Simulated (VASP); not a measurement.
# FeCo (Pm-3m) in VASP: single point with PBE

Aim: the single point of FeCo with PBE.

All numbers are computed with VASP 6.6.1; they aren't measurements. Logs are shortened: lines on timing, memory, paths and dates and some standing lists are left out, and cuts for length are marked.

## Step 1: The cell of the first run

Symmetry: Pm-3m, No. 221, cubic system. Conventional cell: a = 2.857 Å, b = 2.857 Å, c = 2.857 Å, α = 90.00°, β = 90.00°, γ = 90.00°. Within 3.3 Å of Fe (site symmetry m-3m) lie 8 Co at 2.47 Å and 6 Fe at 2.86 Å. Co (site symmetry m-3m) has 8 Fe at 2.47 Å and 6 Co at 2.86 Å within 3.3 Å.

## Step 2: Single point, PBE, collinear spin, ferromagnetic start

INCAR

```
PREC = Accurate
ENCUT = 600
EDIFF = 1E-6
ISMEAR = 0
SIGMA = 0.05
LREAL = F
LASPH = T
NELM = 200
ALGO = Normal
ISIF = 2
LWAVE = F
LCHARG = T
ISPIN = 2
MAGMOM = 2.5 1.5
LORBIT = 11
LMAXMIX = 4
GGA = PE
LELF = T
LVHAR = T
NBANDS = 20
GGA_COMPAT = F
```

KPOINTS

```
regular mesh
0
Gamma
  12 12 12
```

POSCAR

```
FeCo
1.0
    2.8569993142      0.0000000000      0.0000000000
    0.0000000000      2.8569993142      0.0000000000
    0.0000000000      0.0000000000      2.8569993142
Fe Co
1 1
Direct
    0.5000000000      0.5000000000      0.5000000000
    0.0000000000      0.0000000000      0.0000000000
```

Potentials or basis: VASP PAW PBE potentials, release 64 (Fe, Co).

Run with:

```sh
> cat potpaw_PBE.64/Fe/POTCAR potpaw_PBE.64/Co/POTCAR > POTCAR
> mpirun -np 1 vasp_std > vasp.out
```

OUTCAR:

```text
PREC = Accurate
   ENCUT = 600
   EDIFF = 1E-6
   ISMEAR = 0
   LREAL = F
   LASPH = T
   NELM = 200
   ISIF = 2
   ISPIN = 2
   LORBIT = 11
   GGA = PE

 ion  position               nearest neighbor table
   1  0.500  0.500  0.500-   2 2.47   2 2.47   2 2.47   2 2.47   2 2.47   2 2.47   2 2.47   2 2.47

   2  0.000  0.000  0.000-   1 2.47   1 2.47   1 2.47   1 2.47   1 2.47   1 2.47   1 2.47   1 2.47

  LATTYP: Found a simple cubic cell.
 ALAT       =     2.8569993142

  Lattice vectors:

 A1 = (   2.8569993142,   0.0000000000,   0.0000000000)
 A2 = (   0.0000000000,   2.8569993142,   0.0000000000)
 A3 = (   0.0000000000,   0.0000000000,   2.8569993142)

Analysis of symmetry for initial positions (statically):
=====================================================================
 Subroutine PRICEL returns:
 Original cell was already a primitive cell.

 Routine SETGRP: Setting up the symmetry group for a
 simple cubic supercell.

 Subroutine GETGRP returns: Found 48 space group operations
 (whereof 48 operations were pure point group operations)
 out of a pool of 48 trial point group operations.

The static configuration has the point symmetry O_h .

Analysis of symmetry for dynamics (positions and initial velocities):
=====================================================================
 Subroutine PRICEL returns:
 Original cell was already a primitive cell.

 Routine SETGRP: Setting up the symmetry group for a
 simple cubic supercell.

 Subroutine GETGRP returns: Found 48 space group operations
 (whereof 48 operations were pure point group operations)
 out of a pool of 48 trial point group operations.

The dynamic configuration has the point symmetry O_h .

Analysis of structural, dynamic, and magnetic symmetry:
=====================================================================
 Subroutine PRICEL returns:
 Original cell was already a primitive cell.

 Routine SETGRP: Setting up the symmetry group for a
 simple cubic supercell.

 Subroutine GETGRP returns: Found 48 space group operations
 (whereof 48 operations were pure point group operations)
 out of a pool of 48 trial point group operations.

The overall configuration has the point symmetry O_h .

 Subroutine INISYM returns: Found 48 space group operations
 (whereof 48 operations are pure point group operations),
 and found     1 'primitive' translations

----------------------------------------------------------------------------------------

                                     Primitive cell

  volume of cell :      23.3201

  direct lattice vectors                    reciprocal lattice vectors
     2.856999314  0.000000000  0.000000000     0.350017585  0.000000000  0.000000000
     0.000000000  2.856999314  0.000000000     0.000000000  0.350017585  0.000000000
     0.000000000  0.000000000  2.856999314     0.000000000  0.000000000  0.350017585

  length of vectors
     2.856999314  2.856999314  2.856999314     0.350017585  0.350017585  0.350017585

  position of ions in fractional coordinates (direct lattice)
     0.500000000  0.500000000  0.500000000
     0.000000000  0.000000000  0.000000000

  ion indices of the primitive-cell ions
   primitive index   ion index
                 1           1
                 2           2

----------------------------------------------------------------------------------------

 KPOINTS: regular mesh

Automatic generation of k-mesh.
 Grid dimensions read from file:
 generate k-points for:   12   12   12

 Generating k-lattice:

  Cartesian coordinates                     Fractional coordinates (reciprocal lattice)
     0.029168132  0.000000000  0.000000000     0.083333333  0.000000000  0.000000000
     0.000000000  0.029168132  0.000000000     0.000000000  0.083333333  0.000000000
     0.000000000  0.000000000  0.029168132     0.000000000  0.000000000  0.083333333

  Length of vectors
     0.029168132  0.029168132  0.029168132

  Shift w.r.t. Gamma in fractional coordinates (k-lattice)
     0.000000000  0.000000000  0.000000000

 Subroutine IBZKPT returns following result:
 ===========================================

 Found     84 irreducible k-points:

 Following reciprocal coordinates:
            Coordinates               Weight
  0.000000  0.000000  0.000000      1.000000
  0.083333  0.000000  0.000000      6.000000
  0.166667  0.000000  0.000000      6.000000
  0.250000  0.000000  0.000000      6.000000
  0.333333  0.000000  0.000000      6.000000
  0.416667  0.000000  0.000000      6.000000
[... 16 lines left out ...]
  0.333333  0.333333  0.000000     12.000000
  0.416667  0.333333  0.000000     24.000000
 [... further k-points ...]
   k-points           NKPTS =     84   k-points in BZ     NKDIM =     84   number of bands    NBANDS=     20
   number of dos      NEDOS =    301   number of ions     NIONS =      2
   total plane-waves  NPLWV =  13824
   dimension x,y,z NGX =    24 NGY =   24 NGZ =   24
   dimension x,y,z NGXF=    48 NGYF=   48 NGZF=   48
   ions per type =               1   1
   NGX,Y,Z   is equivalent  to a cutoff of  13.97, 13.97, 13.97 a.u.
   NGXF,Y,Z  is equivalent  to a cutoff of  27.93, 27.93, 27.93 a.u.
 SYSTEM =  unknown system
   PREC   = accura    normal or accurate (medium, high low for compatibility)
   ISTART =      0    job   : 0-new  1-cont  2-samecut
   ICHARG =      2    charge: 1-file 2-atom 10-const
   ISPIN  =      2    spin polarized calculation?
   LNONCOLLINEAR =      F non collinear calculations
   LSORBIT =      F    spin-orbit coupling
   LASPH  =      T    aspherical Exc in radial PAW
   ENCUT  =  600.0 eV  44.10 Ry    6.64 a.u.   5.71  5.71  5.71*2*pi/ulx,y,z
   NELM   =    200;   NELMIN=  2; NELMDL= -5     # of ELM steps
   EDIFF  = 0.1E-05   stopping-criterion for ELM
   LREAL  =      F    real-space projection
   EDIFFG = 0.1E-04   stopping-criterion for IOM
   NSW    =      0    number of steps for IOM
   IBRION =     -1    ionic relax: 0-MD 1-quasi-New 2-CG
   NFREE  =      0    steps in history (QN), initial steepest desc. (CG)
   ISIF   =      2    stress and relaxation
   ISYM   =      2    0-nonsym 1-usesym 2-fastsym
   POTIM  = 0.5000    time-step for ionic-motion
   TEBEG  =    0.0;   TEEND  =   0.0 temperature during run
   PSTRESS=    0.0 pullay stress
   NELECT =      17.0000    total number of electrons
   NUPDOWN=      -1.0000    fix difference up-down
   EMIN   =  10.00;   EMAX   =-10.00  energy-range for DOS
   EFERMI =   0.00;   METHOD = LEGACY
   ISMEAR =     0;   SIGMA  =   0.05  broadening in eV -4-tet -1-fermi 0-gaus
   EFERMI_NEDOS =   21; number of points for ismear=-14 and -15
   IALGO  =     38    algorithm
   IMIX   =      4    mixing-type and parameters
     AMIX     =   0.40;   BMIX     =  1.00
     AMIX_MAG =   1.60;   BMIX_MAG =  1.00
  volume/ion in A,a.u.               =      11.66        78.69
  Fermi-wavevector in a.u.,A,eV,Ry     =   1.473379  2.784282 29.536129  2.170844
  Thomas-Fermi vector in A             =   2.588279
   LORBIT       =     11    0 simple, 1 ext, 2 COOP (PROOUT), +10 PAW based schemes
   GGA     = PE    functional components
   LHFCALC =     F    Hartree Fock is set to
   AEXX    =    0.0000 exact exchange contribution
   IVDW    =     0    specifies the selected vdW correction
   LEPSILON=     F    determine dielectric tensor
   LRPA    =     F    only Hartree local field effects (RPA)
 spin polarized calculation
 Gauss-broadening in eV      SIGMA  =   0.05
  energy-cutoff  :      600.00
  volume of cell :       23.32
 maximum number of plane-waves:       804
 NGX is ok and might be reduce to    24
   NGX = 11   NGY = 11   NGZ = 11

 number of electron      16.9999996 magnetization       4.5485440

 Free energy of the ion-electron system (eV)
  ---------------------------------------------------
  ext. energy  EPLUGINS =         0.00000000
  ---------------------------------------------------
  free energy    TOTEN  =       -15.40360403 eV

  energy without entropy =      -15.40265260  energy(sigma->0) =      -15.40312831

 E-fermi :   7.9626     XC(G=0): -12.9753

 val. band max:        7.9463710944   @ k =   0.3333   0.2500   0.0000
 cond. band min:       7.9697056385   @ k =   0.5000   0.1667   0.0000
 fundamental gap:      0.0233345441
 Fermi energy:         7.9626335225

 spin component 1

 k-point     1 :       0.0000    0.0000    0.0000
  band No.  band energies     occupation
      1      -1.0054      1.00000
      2       2.5954      1.00000
      3       2.5954      1.00000
      4       4.8418      1.00000
      5       4.8418      1.00000
      6       4.8418      1.00000
[... 12 lines left out ...]
     19      32.2905      0.00000
     20      32.2905      0.00000
[... 507 lines left out ...]
 k-point    24 :       0.4167    0.3333    0.0000
  band No.  band energies     occupation
      1       2.4252      1.00000
      2       2.8278      1.00000
      3       4.0593      1.00000
      4       4.2555      1.00000
      5       4.8545      1.00000
      6       5.4342      1.00000
[... 12 lines left out ...]
     19      31.1601      0.00000
     20      33.7245      0.00000

 [... further k-points ...]

 spin component 2

 k-point     1 :       0.0000    0.0000    0.0000
  band No.  band energies     occupation
      1      -0.8526      1.00000
      2       4.5053      1.00000
      3       4.5054      1.00000
      4       6.7807      1.00000
      5       6.7807      1.00000
      6       6.7807      1.00000
[... 12 lines left out ...]
     19      32.0491      0.00000
     20      32.0491      0.00000
[... 507 lines left out ...]
 k-point    24 :       0.4167    0.3333    0.0000
  band No.  band energies     occupation
      1       3.3633      1.00000
      2       4.2253      1.00000
      3       5.8714      1.00000
      4       6.0663      1.00000
      5       6.5495      1.00000
      6       6.7538      1.00000
[... 12 lines left out ...]
     19      31.6156      0.00000
     20      34.2160      0.00000

 [... further k-points ...]

------------------------ aborting loop because EDIFF is reached ----------------------------------------

  FORCE on cell =-STRESS in cart. coord.  units (eV):
  Direction    XX          YY          ZZ          XY          YZ          ZX
  --------------------------------------------------------------------------------------
  -------------------------------------------------------------------------------------
  Total       -0.4267194     -0.4267194     -0.4267194     -0.0000000     -0.0000000     -0.0000000
  in kB      -29.3172031    -29.3172031    -29.3172031     -0.0000000     -0.0000000     -0.0000000
  external PRESSURE =     -29.3172031 kB  Pullay stress =       0.0000000 kB

 VOLUME and BASIS-vectors are now :
 -----------------------------------------------------------------------------
  energy-cutoff  :      600.00
  volume of cell :       23.32
      direct lattice vectors                 reciprocal lattice vectors
     2.856999314  0.000000000  0.000000000     0.350017585  0.000000000  0.000000000
     0.000000000  2.856999314  0.000000000     0.000000000  0.350017585  0.000000000
     0.000000000  0.000000000  2.856999314     0.000000000  0.000000000  0.350017585

 POSITION                                       TOTAL-FORCE (eV/Angst)
 -----------------------------------------------------------------------------------
      1.42850      1.42850      1.42850         0.000000      0.000000      0.000000
      0.00000      0.00000      0.00000         0.000000      0.000000      0.000000
 -----------------------------------------------------------------------------------
    total drift:                                0.000000      0.000000     -0.000000

  FREE ENERGIE OF THE ION-ELECTRON SYSTEM (eV)
  ---------------------------------------------------
  free  energy   TOTEN  =       -15.4036040254 eV

  energy  without entropy=      -15.4026526040  energy(sigma->0) =      -15.40312831

 total charge

# of ion       s       p       d       tot
------------------------------------------
    1        0.468   0.518   6.138   7.124
    2        0.478   0.501   7.233   8.212
--------------------------------------------------
tot          0.946   1.019  13.371  15.336

 magnetization (x)

# of ion       s       p       d       tot
------------------------------------------
    1        0.002  -0.041   2.841   2.801
    2       -0.011  -0.051   1.831   1.769
--------------------------------------------------
tot         -0.009  -0.093   4.672   4.570
```

It took 61 s on 1 thread of Intel Xeon 8259CL, shared host; peak memory 0.21 GiB.

What came out:

| Property | Result |
| --- | --- |
| Free energy | -15.4036 eV |
| Pressure | -2.9 GPa |
| Net moment | 4.55 μB per cell |
| Site moments | Fe +2.80; Co +1.77 μB |
| Valence electrons inside the program's atomic spheres | Fe 7.12; Co 8.21 |
